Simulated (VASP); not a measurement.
# MgO (Cm) in VASP: notebook

MgO is run at these levels: PBE; tasks: single point.

Everything below comes from runs of VASP 6.6.1. Logs are shortened: lines on timing, memory, paths and dates and some standing lists are left out, and cuts for length are marked.

## (1) The cell of the first run

Symmetry: Cm, No. 8, monoclinic system. The conventional cell has a = 5.875 Å, b = 5.360 Å, c = 5.088 Å, α = 90.00°, β = 90.00°, γ = 90.00°. Within 2.5 Å of Mg (site symmetry 1) lie 6 O at 1.91 to 2.16 Å. Mg (site symmetry 1) has 6 O at 2.16 to 2.45 Å and 8 Mg at 2.68 to 2.94 Å within 3.0 Å. Within 2.6 Å of O (site symmetry m) lie 6 Mg at 1.91 to 2.45 Å and 1 O at 2.54 Å. Within 3.0 Å of O (site symmetry m) lie 6 Mg at 2.16 Å and 7 O at 2.54 to 2.94 Å. O (site symmetry m) has 6 Mg at 2.16 Å and 7 O at 2.68 to 2.94 Å within 3.0 Å. Within 3.0 Å of O (site symmetry m) lie 6 Mg at 2.16 Å and 7 O at 2.71 to 2.94 Å.

## (2) Single point, PBE (atom 5 (O) moved -0.400 Å along Cartesian [1 0 0])

Input file INCAR:

```
  ALGO = Normal
  EDIFF = 1E-6
  ENCUT = 520
  GGA = PE
  ISIF = 2
  ISMEAR = 0
  LASPH = T
  LCHARG = F
  LREAL = F
  LWAVE = F
  NBANDS = 26
  NELM = 80
  PREC = Accurate
  SIGMA = 0.05
```

Input file KPOINTS:

```
k-points
0
Gamma
  6 6 6
```

Input file POSCAR:

```
MgO
1.0
    1.4688622380      2.5441440255      2.6797873418
   -1.4688622380     -2.5441440255      2.6797873418
    4.4065867139     -2.5441440255      0.0000000000
Mg O
4 4
Direct
    0.5000000000      0.5000000000      0.0000000000
    0.2500000000      0.7500000000      0.5000000000
    0.7500000000      0.2500000000      0.5000000000
    0.0000000000      0.0000000000      0.0000000000
    0.7159600481      0.7840399519      0.2652534294
    0.5000000000      1.0000000000      0.8333333333
    0.0000000000      0.5000000000      0.8333333333
    0.2500000000      0.2500000000      0.3333333333
```

Potentials or basis: VASP PAW PBE potentials, release 64 (Mg, O).

Command:

```sh
$ cat potpaw_PBE.64/Mg/POTCAR potpaw_PBE.64/O/POTCAR > POTCAR
$ mpirun -np 1 vasp_std > vasp.out
```

OUTCAR:

```text
EDIFF = 1E-6
   ENCUT = 520
   GGA = PE
   ISIF = 2
   ISMEAR = 0
   LASPH = T
   LREAL = F
   NELM = 80
   PREC = Accurate

 ion  position               nearest neighbor table
   1  0.500  0.500  0.000-   5 1.91   8 2.16   7 2.16   6 2.16   6 2.16   7 2.16   4 2.68   4 2.68
                             3 2.94   2 2.94   3 2.94   2 2.94   4 2.94   4 2.94
   2  0.250  0.750  0.500-   6 2.16   7 2.16   8 2.16   8 2.16   5 2.20   5 2.45   3 2.68   3 2.68
                             1 2.94   4 2.94   4 2.94   1 2.94   3 2.94   3 2.94
   3  0.750  0.250  0.500-   6 2.16   7 2.16   8 2.16   8 2.16   5 2.20   5 2.45   2 2.68   2 2.68
                             1 2.94   4 2.94   1 2.94   4 2.94   2 2.94   2 2.94
   4  0.000  0.000  0.000-   5 1.91   8 2.16   6 2.16   7 2.16   7 2.16   6 2.16   1 2.68   1 2.68
                             2 2.94   3 2.94   3 2.94   2 2.94   1 2.94   1 2.94
   5  0.716  0.784  0.265-   1 1.91   4 1.91   3 2.20   2 2.20   2 2.45   3 2.45
   6  0.500  0.000  0.833-   2 2.16   3 2.16   1 2.16   4 2.16   1 2.16   4 2.16
   7  0.000  0.500  0.833-   2 2.16   3 2.16   4 2.16   1 2.16   4 2.16   1 2.16
   8  0.250  0.250  0.333-   1 2.16   4 2.16   2 2.16   3 2.16   2 2.16   3 2.16

  LATTYP: Found a base centered orthorhombic cell.
 ALAT       =     5.3595746836
 B/A-ratio  =     1.0962528370
 C/A-ratio  =     0.9493828058

  Lattice vectors:

 A1 = (   1.4688622380,   2.5441440255,   2.6797873418)
 A2 = (  -1.4688622380,  -2.5441440255,   2.6797873418)
 A3 = (   4.4065867139,  -2.5441440255,   0.0000000000)

Analysis of symmetry for initial positions (statically):
=====================================================================
 Subroutine PRICEL returns:
 Original cell was already a primitive cell.

 Routine SETGRP: Setting up the symmetry group for a
 base centered orthorhombic supercell.

 Subroutine GETGRP returns: Found  2 space group operations
 (whereof  1 operations were pure point group operations)
 out of a pool of  8 trial point group operations.

The static configuration has the point symmetry C_1 .
 The point group associated with its full space group is C_1h.

Analysis of symmetry for dynamics (positions and initial velocities):
=====================================================================
 Subroutine PRICEL returns:
 Original cell was already a primitive cell.

 Routine SETGRP: Setting up the symmetry group for a
 base centered orthorhombic supercell.

 Subroutine GETGRP returns: Found  2 space group operations
 (whereof  1 operations were pure point group operations)
 out of a pool of  8 trial point group operations.
[... 116 lines left out ...]
   EDIFFG = 0.1E-04   stopping-criterion for IOM
   NSW    =      0    number of steps for IOM
   IBRION =     -1    ionic relax: 0-MD 1-quasi-New 2-CG
   NFREE  =      0    steps in history (QN), initial steepest desc. (CG)
   ISIF   =      2    stress and relaxation
   ISYM   =      2    0-nonsym 1-usesym 2-fastsym
   POTIM  = 0.5000    time-step for ionic-motion
   TEBEG  =    0.0;   TEEND  =   0.0 temperature during run
   PSTRESS=    0.0 pullay stress
   NELECT =      32.0000    total number of electrons
   NUPDOWN=      -1.0000    fix difference up-down
   EMIN   =  10.00;   EMAX   =-10.00  energy-range for DOS
   EFERMI =   0.00;   METHOD = LEGACY
   ISMEAR =     0;   SIGMA  =   0.05  broadening in eV -4-tet -1-fermi 0-gaus
   EFERMI_NEDOS =   21; number of points for ismear=-14 and -15
   IALGO  =     38    algorithm
   IMIX   =      4    mixing-type and parameters
     AMIX     =   0.40;   BMIX     =  1.00
     AMIX_MAG =   1.60;   BMIX_MAG =  1.00
  volume/ion in A,a.u.               =      10.01        67.58
  Fermi-wavevector in a.u.,A,eV,Ry     =   1.205648  2.278344 19.777247  1.453587
  Thomas-Fermi vector in A             =   2.341338
   LORBIT       =      0    0 simple, 1 ext, 2 COOP (PROOUT), +10 PAW based schemes
   GGA     = PE    functional components
   LHFCALC =     F    Hartree Fock is set to
   AEXX    =    0.0000 exact exchange contribution
   IVDW    =     0    specifies the selected vdW correction
   LEPSILON=     F    determine dielectric tensor
   LRPA    =     F    only Hartree local field effects (RPA)
 non-spin polarized calculation
 Gauss-broadening in eV      SIGMA  =   0.05
  energy-cutoff  :      520.00
  volume of cell :       80.11
 maximum number of plane-waves:      2178
 NGX is ok and might be reduce to    30
   NGX = 15   NGY = 15   NGZ = 19

 number of electron      31.9999989 magnetization

 Free energy of the ion-electron system (eV)
  ---------------------------------------------------
  ext. energy  EPLUGINS =         0.00000000
  ---------------------------------------------------
  free energy    TOTEN  =       -44.24399253 eV

  energy without entropy =      -44.24399253  energy(sigma->0) =      -44.24399253

 E-fermi :   3.6599     XC(G=0): -10.7297

 val. band max:        3.4548383120   @ k =   0.5000   0.5000   0.0000
 cond. band min:       6.1489264182   @ k =   0.0000   0.0000   0.0000
 fundamental gap:      2.6940881062
 Fermi energy:         3.6598717679

 k-point     1 :       0.0000    0.0000    0.0000
  band No.  band energies     occupation
      1     -14.1608      2.00000
      2     -13.0452      2.00000
      3     -12.4428      2.00000
      4     -12.2431      2.00000
      5      -1.5333      2.00000
      6      -0.4517      2.00000
[... 685 lines left out ...]
     25      16.3623      0.00000
     26      17.4060      0.00000

 [... further k-points ...]
[... 5 lines left out ...]
  --------------------------------------------------------------------------------------
  -------------------------------------------------------------------------------------
  Total        2.0679094      0.8225609      0.9511043     -0.2484735      0.0000000      0.0000000
  in kB       41.3550935     16.4499875     19.0206621     -4.9690985      0.0000000      0.0000000
  external PRESSURE =      25.6085810 kB  Pullay stress =       0.0000000 kB

 VOLUME and BASIS-vectors are now :
 -----------------------------------------------------------------------------
  energy-cutoff  :      520.00
  volume of cell :       80.11
      direct lattice vectors                 reciprocal lattice vectors
     1.468862238  2.544144026  2.679787342     0.085099880  0.147397316  0.186581969
    -1.468862238 -2.544144026  2.679787342    -0.085099880 -0.147397316  0.186581969
     4.406586714 -2.544144026  0.000000000     0.170199760 -0.098264877  0.000000000

 POSITION                                       TOTAL-FORCE (eV/Angst)
 -----------------------------------------------------------------------------------
      0.00000      0.00000      2.67979        -0.635528      0.395303     -0.544978
      1.46886     -2.54414      2.67979        -0.180675      0.163553      0.303645
      2.93772      0.00000      2.67979        -0.180675      0.163553     -0.303645
      0.00000      0.00000      0.00000        -0.635528      0.395303      0.544978
      1.06886     -0.84805      4.01968         3.597927     -1.187280     -0.000000
      4.40659     -0.84805      1.33989        -1.364314      0.413792     -0.000000
      2.93772     -3.39219      1.33989        -0.763192      0.378659     -0.000000
      1.46886     -0.84805      1.33989         0.161985     -0.722882     -0.000000
 -----------------------------------------------------------------------------------
    total drift:                                0.000034     -0.000006     -0.000000

  FREE ENERGIE OF THE ION-ELECTRON SYSTEM (eV)
  ---------------------------------------------------
  free  energy   TOTEN  =       -44.2439925262 eV

  energy  without entropy=      -44.2439925262  energy(sigma->0) =      -44.24399253
```

Run time: 2 min. Hardware: 1 thread of Intel Xeon 8259CL, shared host; peak memory 0.25 GiB.

What came out:

| Quantity | Value |
| --- | --- |
| Free energy | -44.2440 eV |
| Pressure | 2.6 GPa |
| Largest force | 3.789 eV/Å |
| Band gap on the k mesh | 2.69 eV (least direct gap 2.93 eV) |

Forces in eV/Å, atoms in the order of the input:
```
Mg  -0.636  0.395 -0.545
Mg  -0.181  0.164  0.304
Mg  -0.181  0.164 -0.304
Mg  -0.636  0.395  0.545
O    3.598 -1.187  0.000
O   -1.364  0.414  0.000
O   -0.763  0.379  0.000
O    0.162 -0.723  0.000
```

Caveat: the cell differs from its parent crystal (atom 5 (O) moved -0.400 Å along Cartesian [1 0 0]); forces of over 1 eV/Å act on the atoms, so gaps and moduli don't describe the material at rest.

## (3) Single point, PBE (atom 5 (O) moved +0.500 Å along Cartesian [1 0 0])

Input file INCAR:

```
  PREC = Accurate
  ENCUT = 520
  EDIFF = 1E-7
  ISMEAR = 0
  SIGMA = 0.05
  LREAL = False
  LASPH = True
  NELM = 60
  ALGO = Normal
  ISIF = 2
  LWAVE = False
  LCHARG = False
  GGA = PE
  NBANDS = 26
```

Input file KPOINTS:

```
Automatic mesh
0
Gamma
  6 6 6
```

Changes to POSCAR since step 2:

```diff
@@ -12,3 +12,3 @@
     0.0000000000      0.0000000000      0.0000000000
-    0.7159600481      0.7840399519      0.2652534294
+    0.7925499399      0.7074500601      0.4184332132
     0.5000000000      1.0000000000      0.8333333333
```

Potentials or basis: VASP PAW PBE potentials, release 64 (Mg, O).

Command:

```sh
$ cat potpaw_PBE.64/Mg/POTCAR potpaw_PBE.64/O/POTCAR > POTCAR
$ mpirun -np 1 vasp_std > vasp.out
```

Run time: 2.4 min. Hardware: 1 thread of Intel Xeon 8259CL, shared host; peak memory 0.25 GiB.

The run converged. Its results:

* Free energy: -43.8291 eV
* Pressure: 4.5 GPa
* Largest force: 5.048 eV/Å
* Band gap on the k mesh: 2.51 eV (least direct gap 2.79 eV)

Forces in eV/Å, atoms in the order of the input:
```
Mg  -0.363  0.345 -0.326
Mg   1.435  0.546  0.873
Mg   1.435  0.546 -0.873
Mg  -0.363  0.345  0.326
O   -4.737 -1.745  0.000
O    0.873 -0.551  0.000
O    1.865 -0.413  0.000
O   -0.143  0.927  0.000
```

Stress tensor (GPa, compression positive):
```
6.55 0.96 0.00
0.96 3.03 0.00
0.00 0.00 3.79
```

Levels at points of the mesh, in eV from the valence-band top:
| k point | band 14 | band 15 | band 16 | band 17 | band 18 | band 19 |
| --- | --- | --- | --- | --- | --- | --- |
| (0.00, 0.00, 0.00) | -0.76 | -0.37 | -0.28 | 2.51 | 5.97 | 6.56 |
| (0.50, 0.00, 0.00) | -1.96 | -1.03 | -0.30 | 5.32 | 5.78 | 7.45 |
| (0.50, 0.50, 0.00) | -0.31 | -0.19 | 0.00 | 5.39 | 6.12 | 7.23 |
| (0.00, 0.00, 0.50) | -0.89 | -0.67 | -0.35 | 4.62 | 5.44 | 5.48 |
| (0.50, 0.00, 0.50) | -1.62 | -1.09 | -0.61 | 5.42 | 5.99 | 7.48 |
| (0.50, 0.50, 0.50) | -0.71 | -0.52 | -0.19 | 5.62 | 6.24 | 6.26 |

Caveat: the cell differs from its parent crystal (atom 5 (O) moved +0.500 Å along Cartesian [1 0 0]); the cell stands under pressure; forces of over 1 eV/Å act on the atoms, so gaps and moduli don't describe the material at rest. A k mesh can miss the band edges.
